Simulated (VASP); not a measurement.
# Zn (Im-3m) in VASP: a series of runs, part 2 of 2

VASP 6.6.1. Earlier steps stand in the parts before.

### Step 4. Single point, revPBE (volume scaled by 0.92)

INCAR reads:

```
  PREC = Accurate
  ENCUT = 520
  EDIFF = 1E-6
  ISMEAR = -1
  SIGMA = 0.1
  LREAL = False
  LASPH = True
  NELM = 60
  ALGO = Normal
  ISIF = 2
  LWAVE = False
  LCHARG = False
  GGA = RE
  NBANDS = 12
```

KPOINTS reads:

```
regular mesh
0
Gamma
  16 16 16
```

POSCAR reads:

```
Zn
1.0
   -1.5404550866      1.5404550866      1.5404550866
    1.5404550866     -1.5404550866      1.5404550866
    1.5404550866      1.5404550866     -1.5404550866
Zn
1
Direct
    0.0000000000      0.0000000000      0.0000000000
```

Potentials or basis: VASP PAW PBE potentials, release 64 (Zn).

Started as:

```
> cat potpaw_PBE.64/Zn/POTCAR > POTCAR
> mpirun -np 1 vasp_std > vasp.out
```

OUTCAR:

```text
PREC = Accurate
   ENCUT = 520
   EDIFF = 1E-6
   ISMEAR = -1
   LREAL = False
   LASPH = True
   NELM = 60
   ISIF = 2
   GGA = RE

 ion  position               nearest neighbor table
   1  0.000  0.000  0.000-

  LATTYP: Found a body centered cubic cell.
 ALAT       =     3.0809101732

  Lattice vectors:

 A1 = (  -1.5404550866,   1.5404550866,   1.5404550866)
 A2 = (   1.5404550866,  -1.5404550866,   1.5404550866)
 A3 = (   1.5404550866,   1.5404550866,  -1.5404550866)

Analysis of symmetry for initial positions (statically):
=====================================================================
 Subroutine PRICEL returns:
 Original cell was already a primitive cell.

 Routine SETGRP: Setting up the symmetry group for a
 body centered cubic supercell.

 Subroutine GETGRP returns: Found 48 space group operations
 (whereof 48 operations were pure point group operations)
 out of a pool of 48 trial point group operations.

The static configuration has the point symmetry O_h .

Analysis of symmetry for dynamics (positions and initial velocities):
=====================================================================
 Subroutine PRICEL returns:
 Original cell was already a primitive cell.

 Routine SETGRP: Setting up the symmetry group for a
 body centered cubic supercell.

 Subroutine GETGRP returns: Found 48 space group operations
 (whereof 48 operations were pure point group operations)
 out of a pool of 48 trial point group operations.

The dynamic configuration has the point symmetry O_h .

 Subroutine INISYM returns: Found 48 space group operations
 (whereof 48 operations are pure point group operations),
 and found     1 'primitive' translations

----------------------------------------------------------------------------------------

                                     Primitive cell

  volume of cell :      14.6220

  direct lattice vectors                    reciprocal lattice vectors
    -1.540455087  1.540455087  1.540455087     0.000000000  0.324579408  0.324579408
     1.540455087 -1.540455087  1.540455087     0.324579408  0.000000000  0.324579408
     1.540455087  1.540455087 -1.540455087     0.324579408  0.324579408  0.000000000

  length of vectors
     2.668146477  2.668146477  2.668146477     0.459024601  0.459024601  0.459024601

  position of ions in fractional coordinates (direct lattice)
     0.000000000  0.000000000  0.000000000

  ion indices of the primitive-cell ions
   primitive index   ion index
                 1           1

----------------------------------------------------------------------------------------

 KPOINTS: regular mesh

Automatic generation of k-mesh.
 Grid dimensions read from file:
 generate k-points for:   16   16   16

 Generating k-lattice:

  Cartesian coordinates                     Fractional coordinates (reciprocal lattice)
     0.000000000  0.020286213  0.020286213     0.062500000  0.000000000  0.000000000
     0.020286213  0.000000000  0.020286213     0.000000000  0.062500000  0.000000000
     0.020286213  0.020286213  0.000000000     0.000000000  0.000000000  0.062500000

  Length of vectors
     0.028689038  0.028689038  0.028689038

  Shift w.r.t. Gamma in fractional coordinates (k-lattice)
     0.000000000  0.000000000  0.000000000

 Subroutine IBZKPT returns following result:
 ===========================================

 Found    145 irreducible k-points:

 Following reciprocal coordinates:
            Coordinates               Weight
  0.000000  0.000000  0.000000      1.000000
  0.062500  0.000000  0.000000     12.000000
  0.125000  0.000000  0.000000     12.000000
  0.187500  0.000000  0.000000     12.000000
  0.250000  0.000000  0.000000     12.000000
  0.312500  0.000000  0.000000     12.000000
[... 16 lines left out ...]
  0.187500  0.187500  0.000000     24.000000
  0.250000  0.187500  0.000000     48.000000
 [... further k-points ...]
   k-points           NKPTS =    145   k-points in BZ     NKDIM =    145   number of bands    NBANDS=     12
   number of dos      NEDOS =    301   number of ions     NIONS =      1
   total plane-waves  NPLWV =   8000
   dimension x,y,z NGX =    20 NGY =   20 NGZ =   20
   dimension x,y,z NGXF=    40 NGYF=   40 NGZF=   40
   ions per type =               1
   NGX,Y,Z   is equivalent  to a cutoff of  12.46, 12.46, 12.46 a.u.
   NGXF,Y,Z  is equivalent  to a cutoff of  24.92, 24.92, 24.92 a.u.
 SYSTEM =  unknown system
   PREC   = accura    normal or accurate (medium, high low for compatibility)
   ISTART =      0    job   : 0-new  1-cont  2-samecut
   ICHARG =      2    charge: 1-file 2-atom 10-const
   ISPIN  =      1    spin polarized calculation?
   LNONCOLLINEAR =      F non collinear calculations
   LSORBIT =      F    spin-orbit coupling
   LASPH  =      T    aspherical Exc in radial PAW
   ENCUT  =  520.0 eV  38.22 Ry    6.18 a.u.   4.96  4.96  4.96*2*pi/ulx,y,z
   NELM   =     60;   NELMIN=  2; NELMDL= -5     # of ELM steps
   EDIFF  = 0.1E-05   stopping-criterion for ELM
   LREAL  =      F    real-space projection
   EDIFFG = 0.1E-04   stopping-criterion for IOM
   NSW    =      0    number of steps for IOM
   IBRION =     -1    ionic relax: 0-MD 1-quasi-New 2-CG
   NFREE  =      0    steps in history (QN), initial steepest desc. (CG)
   ISIF   =      2    stress and relaxation
   ISYM   =      2    0-nonsym 1-usesym 2-fastsym
   POTIM  = 0.5000    time-step for ionic-motion
   TEBEG  =    0.0;   TEEND  =   0.0 temperature during run
   PSTRESS=    0.0 pullay stress
   NELECT =      12.0000    total number of electrons
   NUPDOWN=      -1.0000    fix difference up-down
   EMIN   =  10.00;   EMAX   =-10.00  energy-range for DOS
   EFERMI =   0.00;   METHOD = LEGACY
   ISMEAR =    -1;   SIGMA  =   0.10  broadening in eV -4-tet -1-fermi 0-gaus
   EFERMI_NEDOS =   21; number of points for ismear=-14 and -15
   IALGO  =     38    algorithm
   IMIX   =      4    mixing-type and parameters
     AMIX     =   0.40;   BMIX     =  1.00
     AMIX_MAG =   1.60;   BMIX_MAG =  1.00
  volume/ion in A,a.u.               =      14.62        98.67
  Fermi-wavevector in a.u.,A,eV,Ry     =   1.532732  2.896443 31.963721  2.349267
  Thomas-Fermi vector in A             =   2.639897
   LORBIT       =      0    0 simple, 1 ext, 2 COOP (PROOUT), +10 PAW based schemes
   GGA     = RE    functional components
   LHFCALC =     F    Hartree Fock is set to
   AEXX    =    0.0000 exact exchange contribution
   IVDW    =     0    specifies the selected vdW correction
   LEPSILON=     F    determine dielectric tensor
   LRPA    =     F    only Hartree local field effects (RPA)
 non-spin polarized calculation
  energy-cutoff  :      520.00
  volume of cell :       14.62
 maximum number of plane-waves:       420
   NGX =  9   NGY =  9   NGZ =  9

 number of electron      12.0000005 magnetization

 Free energy of the ion-electron system (eV)
  ---------------------------------------------------
  ext. energy  EPLUGINS =         0.00000000
  ---------------------------------------------------
  free energy    TOTEN  =        -0.71274808 eV

  energy without entropy =       -0.70252417  energy(sigma->0) =       -0.70763613

 E-fermi :   3.6923     XC(G=0): -11.6731

 val. band max:        3.6778712056   @ k =   0.3750   0.1250   0.0625
 cond. band min:       3.6946165514   @ k =  -0.4375  -0.4375   0.1875
 fundamental gap:      0.0167453458
 Fermi energy:         3.6922835236

 k-point     1 :       0.0000    0.0000    0.0000
  band No.  band energies     occupation
      1      -7.1829      2.00000
      2      -4.3062      2.00000
      3      -4.3062      2.00000
      4      -4.3062      2.00000
      5      -3.7605      2.00000
      6      -3.7605      2.00000
      7      23.5846      0.00000
      8      23.5846      0.00000
      9      23.5846      0.00000
     10      24.7505      0.00000
     11      24.7505      0.00000
     12      24.7505      0.00000

 k-point     2 :       0.0625    0.0000    0.0000
  band No.  band energies     occupation
      1      -7.0548      2.00000
      2      -4.3191      2.00000
      3      -4.3035      2.00000
      4      -4.2746      2.00000
      5      -3.7728      2.00000
      6      -3.7597      2.00000
      7      21.5651      0.00000
      8      22.5650      0.00000
      9      22.8884      0.00000
     10      23.8643      0.00000
     11      23.8803      0.00000
     12      24.5823      0.00000
[... 316 lines left out ...]
 k-point    24 :       0.2500    0.1875    0.0000
  band No.  band energies     occupation
      1      -4.7565      2.00000
      2      -4.4856      2.00000
      3      -4.1178      2.00000
      4      -3.8457      2.00000
      5      -3.6800      2.00000
      6      -1.6559      2.00000
      7       8.5453      0.00000
      8      10.5014      0.00000
      9      16.1106      0.00000
     10      22.8672      0.00000
     11      24.8241      0.00000
     12      28.5844      0.00000

 [... further k-points ...]
[... 5 lines left out ...]
  --------------------------------------------------------------------------------------
  -------------------------------------------------------------------------------------
  Total        0.6024095      0.6024095      0.6024095      0.0000000      0.0000000     -0.0000000
  in kB       66.0078031     66.0078031     66.0078031      0.0000000      0.0000000     -0.0000000
  external PRESSURE =      66.0078031 kB  Pullay stress =       0.0000000 kB

 VOLUME and BASIS-vectors are now :
 -----------------------------------------------------------------------------
  energy-cutoff  :      520.00
  volume of cell :       14.62
      direct lattice vectors                 reciprocal lattice vectors
    -1.540455087  1.540455087  1.540455087     0.000000000  0.324579408  0.324579408
     1.540455087 -1.540455087  1.540455087     0.324579408  0.000000000  0.324579408
     1.540455087  1.540455087 -1.540455087     0.324579408  0.324579408  0.000000000

 POSITION                                       TOTAL-FORCE (eV/Angst)
 -----------------------------------------------------------------------------------
      0.00000      0.00000      0.00000         0.000000      0.000000      0.000000
 -----------------------------------------------------------------------------------
    total drift:                               -0.000000     -0.000000      0.000000

  FREE ENERGIE OF THE ION-ELECTRON SYSTEM (eV)
  ---------------------------------------------------
  free  energy   TOTEN  =        -0.7127480829 eV

  energy  without entropy=       -0.7025241732  energy(sigma->0) =       -0.70763613
```

OSZICAR:

```text
N       E                     dE             d eps       ncg     rms          rms(c)
DAV:   1     0.425900820542E+02    0.42590E+02   -0.65729E+03  3632   0.159E+03
DAV:   2     0.404643471668E+00   -0.42185E+02   -0.39933E+02  3592   0.216E+02
DAV:   3    -0.797588964432E+00   -0.12022E+01   -0.12007E+01  3988   0.360E+01
DAV:   4    -0.800223946570E+00   -0.26350E-02   -0.26349E-02  3912   0.165E+00
DAV:   5    -0.800225758443E+00   -0.18119E-05   -0.18120E-05  3872   0.423E-02    0.312E+00
DAV:   6    -0.718158907715E+00    0.82067E-01   -0.43345E-01  3960   0.134E+01    0.235E+00
DAV:   7    -0.714392823030E+00    0.37661E-02   -0.74321E-03  3640   0.164E+00    0.118E+00
DAV:   8    -0.712733133183E+00    0.16597E-02   -0.12730E-03  3780   0.556E-01    0.425E-02
DAV:   9    -0.712747856502E+00   -0.14723E-04   -0.82238E-05  4540   0.111E-01    0.205E-02
DAV:  10    -0.712748082909E+00   -0.22641E-06   -0.32293E-06  3832   0.263E-02
   1 F= -.71274808E+00 E0= -.70763613E+00  d E =-.102239E-01
```

stdout:

```text
POSCAR found type information on POSCAR Zn
 POSCAR found :  1 types and       1 ions
 scaLAPACK will be used
 -----------------------------------------------------------------------------
|                                                                             |
|                                                                             |
|     You enforced a specific xc type in the INCAR file but a different       |
|     I HOPE YOU KNOW WHAT YOU ARE DOING!                                     |
|                                                                             |
 -----------------------------------------------------------------------------

 LDA part: xc-table for (Slater+PW92), standard interpolation
 POSCAR, INCAR and KPOINTS ok, starting setup
 FFT: planning ... GRIDC
 FFT: planning ... GRID_SOFT
 FFT: planning ... GRID
 WAVECAR not read
 entering main loop
```

Run time: 30 s. Hardware: 1 thread of AMD EPYC 7R13, shared host; peak memory 0.11 GiB.

What came out:

```
Free energy            : -0.7127 eV
Pressure               : 6.6 GPa
Band gap on the k mesh : zero (band 6 reaches 7.90 eV, above the bottom of band 7 at 2.73 eV)
```

Levels at points of the mesh, in eV from the Fermi level:
```csv
k point,band 2,band 3,band 4,band 5,band 6,band 7,band 8,band 9,band 10,band 11
"(0.00, 0.00, 0.00)",-8.00,-8.00,-8.00,-7.45,-7.45,19.89,19.89,19.89,21.06,21.06
"(0.50, 0.00, 0.00)",-8.33,-7.48,-7.42,-7.09,-2.98,-0.96,11.70,12.95,15.61,17.29
"(0.50, 0.50, 0.50)",-8.62,-7.17,-7.17,-7.17,4.21,4.21,4.21,8.11,8.61,8.61
```

Caveat: the PAW data sets were made with another functional, which shifts forces and pressure a little.

### Step 5. Single point, revPBE (volume scaled by 0.96)

INCAR reads:

```
ALGO = Normal
EDIFF = 1E-6
ENCUT = 520
GGA = RE
ISIF = 2
ISMEAR = -1
LASPH = T
LCHARG = F
LREAL = F
LWAVE = F
NBANDS = 12
NELM = 80
PREC = Accurate
SIGMA = 0.1
```

KPOINTS reads:

```
k-points
0
Gamma
  16 16 16
```

POSCAR reads:

```
Zn
1.0
   -1.5624645614      1.5624645614      1.5624645614
    1.5624645614     -1.5624645614      1.5624645614
    1.5624645614      1.5624645614     -1.5624645614
Zn
1
Direct
    0.0000000000      0.0000000000      0.0000000000
```

Potentials or basis: VASP PAW PBE potentials, release 64 (Zn).

Started as:

```
> cat potpaw_PBE.64/Zn/POTCAR > POTCAR
> mpirun -np 1 vasp_std > vasp.out
```

OUTCAR:

```text
EDIFF = 1E-6
   ENCUT = 520
   GGA = RE
   ISIF = 2
   ISMEAR = -1
   LASPH = T
   LREAL = F
   NELM = 80
   PREC = Accurate

 ion  position               nearest neighbor table
   1  0.000  0.000  0.000-

  LATTYP: Found a body centered cubic cell.
 ALAT       =     3.1249291228

  Lattice vectors:

 A1 = (  -1.5624645614,   1.5624645614,   1.5624645614)
 A2 = (   1.5624645614,  -1.5624645614,   1.5624645614)
 A3 = (   1.5624645614,   1.5624645614,  -1.5624645614)

[... 527 lines left out ...]
      3      -4.3004      2.00000
      4      -4.0681      2.00000
      5      -3.9145      2.00000
      6      -1.8453      2.00000
      7       8.0720      0.00000
      8       9.9942      0.00000
      9      15.4560      0.00000
     10      22.0815      0.00000
     11      23.9179      0.00000
     12      27.6054      0.00000

 [... further k-points ...]
[... 5 lines left out ...]
  --------------------------------------------------------------------------------------
  -------------------------------------------------------------------------------------
  Total        0.3005465      0.3005465      0.3005465     -0.0000000      0.0000000     -0.0000000
  in kB       31.5596182     31.5596182     31.5596182     -0.0000000      0.0000000     -0.0000000
  external PRESSURE =      31.5596182 kB  Pullay stress =       0.0000000 kB

 VOLUME and BASIS-vectors are now :
 -----------------------------------------------------------------------------
  energy-cutoff  :      520.00
  volume of cell :       15.26
      direct lattice vectors                 reciprocal lattice vectors
    -1.562464561  1.562464561  1.562464561     0.000000000  0.320007258  0.320007258
     1.562464561 -1.562464561  1.562464561     0.320007258  0.000000000  0.320007258
     1.562464561  1.562464561 -1.562464561     0.320007258  0.320007258  0.000000000

 POSITION                                       TOTAL-FORCE (eV/Angst)
 -----------------------------------------------------------------------------------
      0.00000      0.00000      0.00000         0.000000     -0.000000      0.000000
 -----------------------------------------------------------------------------------
    total drift:                                0.000000     -0.000000      0.000000

  FREE ENERGIE OF THE ION-ELECTRON SYSTEM (eV)
  ---------------------------------------------------
  free  energy   TOTEN  =        -0.7316403395 eV

  energy  without entropy=       -0.7216586624  energy(sigma->0) =       -0.72664950
```

OSZICAR:

```text
N       E                     dE             d eps       ncg     rms          rms(c)
DAV:   1     0.442776217701E+02    0.44278E+02   -0.66687E+03  3568   0.158E+03
DAV:   2     0.503340397781E+00   -0.43774E+02   -0.41432E+02  3616   0.220E+02
DAV:   3    -0.805612565634E+00   -0.13090E+01   -0.13067E+01  3980   0.375E+01
DAV:   4    -0.808698790880E+00   -0.30862E-02   -0.30861E-02  3840   0.177E+00
DAV:   5    -0.808701080299E+00   -0.22894E-05   -0.22893E-05  3924   0.472E-02    0.282E+00
DAV:   6    -0.735911129765E+00    0.72790E-01   -0.38741E-01  3996   0.126E+01    0.217E+00
DAV:   7    -0.732939492882E+00    0.29716E-02   -0.67522E-03  3624   0.154E+00    0.109E+00
DAV:   8    -0.731622644224E+00    0.13168E-02   -0.12659E-03  3756   0.543E-01    0.453E-02
DAV:   9    -0.731639776443E+00   -0.17132E-04   -0.77998E-05  4500   0.103E-01    0.193E-02
DAV:  10    -0.731640339471E+00   -0.56303E-06   -0.26576E-06  3940   0.230E-02
   1 F= -.73164034E+00 E0= -.72664950E+00  d E =-.998168E-02
```

stdout:

```text
POSCAR found type information on POSCAR Zn
 POSCAR found :  1 types and       1 ions
 scaLAPACK will be used
 -----------------------------------------------------------------------------
|                                                                             |
|                                                                             |
|     You enforced a specific xc type in the INCAR file but a different       |
|     I HOPE YOU KNOW WHAT YOU ARE DOING!                                     |
|                                                                             |
 -----------------------------------------------------------------------------

 LDA part: xc-table for (Slater+PW92), standard interpolation
 POSCAR, INCAR and KPOINTS ok, starting setup
 FFT: planning ... GRIDC
 FFT: planning ... GRID_SOFT
 FFT: planning ... GRID
 WAVECAR not read
 entering main loop
```

It took 24 s on 1 thread of AMD EPYC 7R13, shared host; peak memory 0.11 GiB.

What came out:

```yaml
Free_energy: -0.7316 eV
Pressure: 3.2 GPa
Band_gap_on_the_k_mesh: zero (band 6 reaches 7.51 eV, above the bottom of band 7 at 2.34 eV)
```

Caveat: the PAW data sets were made with another functional, which shifts forces and pressure a little.

### Step 6. Single point, revPBE

INCAR reads:

```
SYSTEM = Zn
PREC = Accurate
ENCUT = 520
EDIFF = 1E-6
ISMEAR = -1
SIGMA = 0.1
LREAL = .FALSE.
LASPH = .TRUE.
NELM = 60
ALGO = Normal
ISIF = 2
LWAVE = .FALSE.
LCHARG = .FALSE.
GGA = RE
NBANDS = 12
```

KPOINTS reads:

```
regular mesh
0
G
  16 16 16
  0 0 0
```

POSCAR reads:

```
Zn
1.0
   -1.5838708455      1.5838708455      1.5838708455
    1.5838708455     -1.5838708455      1.5838708455
    1.5838708455      1.5838708455     -1.5838708455
Zn
1
Direct
    0.0000000000      0.0000000000      0.0000000000
```

Potentials or basis: VASP PAW PBE potentials, release 64 (Zn).

Started as:

```
> cat potpaw_PBE.64/Zn/POTCAR > POTCAR
> mpirun -np 1 vasp_std > vasp.out
```

It took 29 s on 1 thread of AMD EPYC 7R13, shared host; peak memory 0.11 GiB.

Results (log left out):

```yaml
Free_energy: -0.7384 eV
Pressure: 0.4 GPa
Band_gap_on_the_k_mesh: zero (band 6 reaches 7.15 eV, above the bottom of band 7 at 1.98 eV)
```

Levels at points of the mesh, in eV from the Fermi level:
```
           k point  band 3  band 4  band 5  band 6  band 7  band 8  band 9  band 10
(0.00, 0.00, 0.00)   -7.70   -7.70   -7.23   -7.23   18.56   18.56   18.56    20.39
(0.50, 0.00, 0.00)   -7.25   -7.20   -6.91   -2.57   -1.05   11.06   12.44    14.97
(0.50, 0.50, 0.50)   -6.99   -6.99   -6.99    4.13    4.13    4.13    7.18     8.36
```

Caveat: the PAW data sets were made with another functional, which shifts forces and pressure a little.

### Step 7. Overview

| cell | k mesh | gap on the mesh (eV) | pressure (GPa) |
| --- | --- | --- | --- |
| a = 2.743 Å, angles 109.5°, 1 atom | 14 × 14 × 14 | none | 0.2 |
| a = 2.629 Å, angles 109.5°, 1 atom | 16 × 16 × 16 | none | 11.0 |
| a = 2.668 Å, angles 109.5°, 1 atom | 16 × 16 × 16 | none | 6.6 |
| a = 2.706 Å, angles 109.5°, 1 atom | 16 × 16 × 16 | none | 3.2 |
| a = 2.743 Å, angles 109.5°, 1 atom | 16 × 16 × 16 | none | 0.4 |

Alike in all rows: task single point; level revPBE; potentials or basis VASP PAW PBE potentials, release 64 (Zn); no spin polarisation; cutoff (eV) 520; smearing fermi-dirac 0.1 eV.

Caveats: the PAW data sets were made with another functional, which shifts forces and pressure a little.

Absolute energies hang on the potentials; compare differences alone.
